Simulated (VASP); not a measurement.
# Al4NF (P-6m2) in VASP: notebook, part 2 of 2

VASP 6.6.1. The steps go on from the part before.

## Step 3: Relaxation of cell and atoms, PBE

Input file INCAR:

```
SYSTEM = Al4NF
  ALGO = Normal
  EDIFF = 1E-6
  EDIFFG = -0.01
  ENCUT = 600
  GGA = PE
  IBRION = 2
  ISIF = 3
  ISMEAR = 0
  LASPH = .TRUE.
  LCHARG = .FALSE.
  LREAL = .FALSE.
  LWAVE = .FALSE.
  NELM = 80
  NSW = 100
  PREC = Accurate
  SIGMA = 0.1
```

Input file KPOINTS:

```
k-points
0
G
  6 6 14
  0 0 0
```

Input file POSCAR:

```
Al4NF
1.0
    6.4271628420      0.0000000000      0.0000000000
   -3.2135814210      5.5660862955      0.0000000000
    0.0000000000      0.0000000000      2.8460444929
Al N F
4 1 1
Direct
    0.6666666667      0.3333333333      0.0000000000
    0.0481660165      0.5240830082      0.5000000000
    0.4759169918      0.5240830082      0.5000000000
    0.4759169918      0.9518339835      0.5000000000
    0.3333333333      0.6666666667      0.0000000000
    0.0000000000      0.0000000000      0.0000000000
```

Potentials or basis: VASP PAW PBE potentials, release 64 (Al, N, F).

Started as:

```sh
cat potpaw_PBE.64/Al/POTCAR potpaw_PBE.64/N/POTCAR potpaw_PBE.64/F/POTCAR > POTCAR
mpirun -np 1 vasp_std > vasp.out
```

OUTCAR:

```text
SYSTEM = Al4NF
   EDIFF = 1E-6
   EDIFFG = -0.01
   ENCUT = 600
   GGA = PE
   IBRION = 2
   ISIF = 3
   ISMEAR = 0
   LASPH = .TRUE.
   LREAL = .FALSE.
   NELM = 80
   NSW = 100
   PREC = Accurate

 ion  position               nearest neighbor table
   1  0.667  0.333  0.000-   2 2.56   2 2.56   3 2.56   3 2.56   4 2.56   4 2.56
   2  0.048  0.524  0.500-   5 2.13   5 2.13   1 2.56   1 2.56   3 2.75   4 2.75
   3  0.476  0.524  0.500-   5 2.13   5 2.13   1 2.56   1 2.56   2 2.75   4 2.75
   4  0.476  0.952  0.500-   5 2.13   5 2.13   1 2.56   1 2.56   3 2.75   2 2.75
   5  0.333  0.667  0.000-   2 2.13   2 2.13   4 2.13   4 2.13   3 2.13   3 2.13
   6  0.000  0.000  0.000-

  LATTYP: Found a hexagonal cell.
 ALAT       =     6.4271628420
 C/A-ratio  =     0.4428150590

  Lattice vectors:

 A1 = (   6.4271628420,   0.0000000000,   0.0000000000)
 A2 = (  -3.2135814210,   5.5660862955,   0.0000000000)
 A3 = (   0.0000000000,   0.0000000000,   2.8460444929)

Analysis of symmetry for initial positions (statically):
=====================================================================
 Subroutine PRICEL returns:
 Original cell was already a primitive cell.

 Routine SETGRP: Setting up the symmetry group for a
[... 185 lines left out ...]
  -------------------------------------------------------------------------------------
  Total       -0.3801955     -0.3801955      0.2979997      0.0000000      0.0000000     -0.0000000
  in kB       -5.9828299     -5.9828299      4.6893802      0.0000000      0.0000000     -0.0000000
  external PRESSURE =      -2.4254265 kB  Pullay stress =       0.0000000 kB
[... 107 lines left out ...]
--------------------------------------- Ionic step        4  -------------------------------------------

 number of electron      24.0000000 magnetization

 Free energy of the ion-electron system (eV)
  ---------------------------------------------------
  ext. energy  EPLUGINS =         0.00000000
  ---------------------------------------------------
  free energy    TOTEN  =       -25.48440943 eV

  energy without entropy =      -25.46703514  energy(sigma->0) =      -25.47572229

 E-fermi :   4.7314     XC(G=0):  -9.1870

 val. band max:        4.7159300638   @ k =   0.3333   0.0000   0.0714
 cond. band min:       4.7333270663   @ k =   0.3333   0.1667   0.4286
 fundamental gap:      0.0173970025
 Fermi energy:         4.7314447098

 k-point     1 :       0.0000    0.0000    0.0000
  band No.  band energies     occupation
      1     -15.7442      2.00000
      2     -12.5567      2.00000
      3      -4.0294      2.00000
      4      -3.0983      2.00000
      5      -3.0983      2.00000
      6       0.6090      2.00000
[... 433 lines left out ...]
      3      -3.7529      2.00000
      4      -2.5364      2.00000
      5      -2.0009      2.00000
      6      -1.3813      2.00000
[... 8 lines left out ...]
     15       6.8096      0.00000
     16       7.5854      0.00000

 [... further k-points ...]

------------------------ aborting loop because EDIFF is reached ----------------------------------------

  FORCE on cell =-STRESS in cart. coord.  units (eV):
  Direction    XX          YY          ZZ          XY          YZ          ZX
  --------------------------------------------------------------------------------------
  -------------------------------------------------------------------------------------
  Total       -0.0072309     -0.0072309      0.0137458      0.0000000      0.0000000     -0.0000000
  in kB       -0.1140561     -0.1140561      0.2168178      0.0000000      0.0000000     -0.0000000
  external PRESSURE =      -0.0037648 kB  Pullay stress =       0.0000000 kB
[... 21 lines left out ...]
  FREE ENERGIE OF THE ION-ELECTRON SYSTEM (eV)
  ---------------------------------------------------
  free  energy   TOTEN  =       -25.4844094319 eV

  energy  without entropy=      -25.4670351390  energy(sigma->0) =      -25.47572229

 reached required accuracy - stopping structural energy minimisation
```

OSZICAR:

```text
N       E                     dE             d eps       ncg     rms          rms(c)
DAV:   1     0.928456568205E+02    0.92846E+02   -0.10683E+04  1792   0.140E+03
DAV:   2    -0.201754546054E+02   -0.11302E+03   -0.11062E+03  2440   0.218E+02
DAV:   3    -0.290836667892E+02   -0.89082E+01   -0.88242E+01  2304   0.679E+01
[... 31 lines left out ...]
DAV:   2    -0.254845279397E+02    0.62843E-04   -0.36254E-03  1832   0.308E-01    0.814E-02
DAV:   3    -0.254844127050E+02    0.11523E-03   -0.98001E-04  1832   0.160E-01    0.181E-02
DAV:   4    -0.254844107748E+02    0.19302E-05   -0.27356E-05  2200   0.402E-02    0.890E-03
DAV:   5    -0.254844095636E+02    0.12112E-05   -0.44899E-06  1896   0.145E-02    0.213E-03
DAV:   6    -0.254844094319E+02    0.13169E-06   -0.67042E-07  1016   0.594E-03
   4 F= -.25484409E+02 E0= -.25475722E+02  d E =-.397782E-04
```

CONTCAR:

```text
Al4NF
   1.00000000000000
     6.4102048467620678   -0.0000000000000000   -0.0000000000000000
    -3.2051024233810339    5.5514002408261511    0.0000000000000000
     0.0000000000000000    0.0000000000000000    2.8543674494144242
  Al              N               F
     4     1     1
Direct
     0.6666666667000030    0.3333333332999970    0.0000000000000000
     0.0495146072400972    0.5247573035700512    0.5000000000000000
     0.4752426964299487    0.5247573035700512    0.5000000000000000
     0.4752426964299487    0.9504853927599027    0.5000000000000000
     0.3333333332999970    0.6666666667000030    0.0000000000000000
     0.0000000000000000    0.0000000000000000    0.0000000000000000

  0.00000000E+00  0.00000000E+00  0.00000000E+00
  0.00000000E+00  0.00000000E+00  0.00000000E+00
  0.00000000E+00  0.00000000E+00  0.00000000E+00
  0.00000000E+00  0.00000000E+00  0.00000000E+00
  0.00000000E+00  0.00000000E+00  0.00000000E+00
  0.00000000E+00  0.00000000E+00  0.00000000E+00
```

It took 3.7 min on 1 thread of Intel Xeon Platinum 8488C (Sapphire Rapids), shared host; peak memory 0.31 GiB.

What came out:

| Item | Value |
| --- | --- |
| Free energy | -25.4844 eV |
| Relaxed volume | 16.93 Å³/atom |
| Relaxed cell | a = 6.410 Å, b = 6.410 Å, c = 2.854 Å, α = 90.00°, β = 90.00°, γ = 120.00° |
| Space group after relaxing (to 0.1 Å) | P-6m2 (No. 187) |
| Energy gained by relaxing | 0.6 meV/atom |
| Ionic steps | 4 |
| Pressure after relaxing | 0.0 GPa |
| Largest force after relaxing | 0.003 eV/Å |
| Band gap on the k mesh | zero (bands 12 and 13 overlap by 1.29 eV) |

Forces on the atoms (eV/Å):
```
Al   0.000  0.000  0.000
Al  -0.003 -0.002  0.000
Al   0.003 -0.002  0.000
Al   0.000  0.003  0.000
N    0.000  0.000  0.000
F    0.000  0.000  0.000
```

Step by step:
```csv
step,energy change (eV),largest force (eV/Å),pressure (GPa),volume (Å³)
1,0.0000,0.1794,-0.24,101.81
2,-0.0034,0.0298,0.11,101.44
3,-0.0034,0.0058,0.07,101.48
4,-0.0035,0.0031,0.00,101.57
```

Final structure:
```
Al N F
1.0
     6.41020    0.00000    0.00000
    -3.20510    5.55140    0.00000
     0.00000    0.00000    2.85437
Al N F
4 1 1
Direct
  0.66667 0.33333 0.00000
  0.04951 0.52476 0.50000
  0.47524 0.52476 0.50000
  0.47524 0.95049 0.50000
  0.33333 0.66667 0.00000
  0.00000 0.00000 0.00000
```
